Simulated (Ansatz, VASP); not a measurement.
# B3W in VASP and in Ansatz

The input INCAR:

```
SYSTEM = B3W
PREC = Accurate ; ENCUT = 600
EDIFF = 1E-6 ; ISMEAR = 0
SIGMA = 0.1 ; LREAL = .False.
LASPH = .True. ; NELM = 60
ALGO = Normal ; ISIF = 3
LWAVE = .False. ; LCHARG = .False.
GGA = PE ; IBRION = 2
NSW = 100 ; EDIFFG = -0.01
```

The input KPOINTS:

```
regular mesh
0
Gamma
  14 14 14
  0 0 0
```

Contents of POSCAR:

```
B3W
1.0
    3.2596512641      0.0000000000      0.0000000000
    0.0000000000      3.2596512641      0.0000000000
    0.0000000000      0.0000000000      3.2596512641
B W
3 1
Direct
    0.0000000000      0.5000000000      0.5000000000
    0.5000000000      0.0000000000      0.5000000000
    0.5000000000      0.5000000000      0.0000000000
    0.0000000000      0.0000000000      0.0000000000
```

Input for Ansatz:

```yaml
crystal:
  lattice:
    - [3.2596512641, 0.0, 0.0]
    - [0.0, 3.2596512641, 0.0]
    - [0.0, 0.0, 3.2596512641]
  atoms:
    - { symbol: B, position: [0.0, 0.5, 0.5] }
    - { symbol: B, position: [0.5, 0.0, 0.5] }
    - { symbol: B, position: [0.5, 0.5, 0.0] }
    - { symbol: W, position: [0.0, 0.0, 0.0] }
basis:
  ecutwfc: 420
kpoints:
  mp_grid: { grid: [14, 14, 14] }
hamiltonian:
  xc: pbe
scf:
  occupations: { method: gaussian, width: 0.1 }
output:
  forces: true
  stress: true
  eigenvalues: true
relax:
  adjacent_minimum: "off"
  f_tol: 0.01
  max_steps: 80
  cell: { stress_tol: 0.05 }
```

Alike in both runs: task relaxation of cell and atoms; functional PBE; k mesh 14 × 14 × 14; occupations gaussian, width 0.1 eV; no spin polarisation.

|  | VASP | Ansatz |
| --- | --- | --- |
| version | VASP 6.6.1 | Ansatz 0.2.0 |
| potentials or method | VASP PAW PBE potentials, release 64 (B, W_sv), cutoff 600 eV | scalar-relativistic, plane waves, PAW |
| valence electrons in the cell | 23 | 23 |

```csv
,VASP,Ansatz,Ansatz less VASP
"gap on the k mesh at the Fermi level, each at its own relaxed structure (eV)",none,none,-
relaxed volume (Å³/atom),8.69,8.68,-0.009
relaxed cell length with the largest relative difference (Å),3.264,3.263,-0.0011
```

A gap of «none» marks a metal or a gap that the smearing closes.

Neither program's run includes spin-orbit coupling.
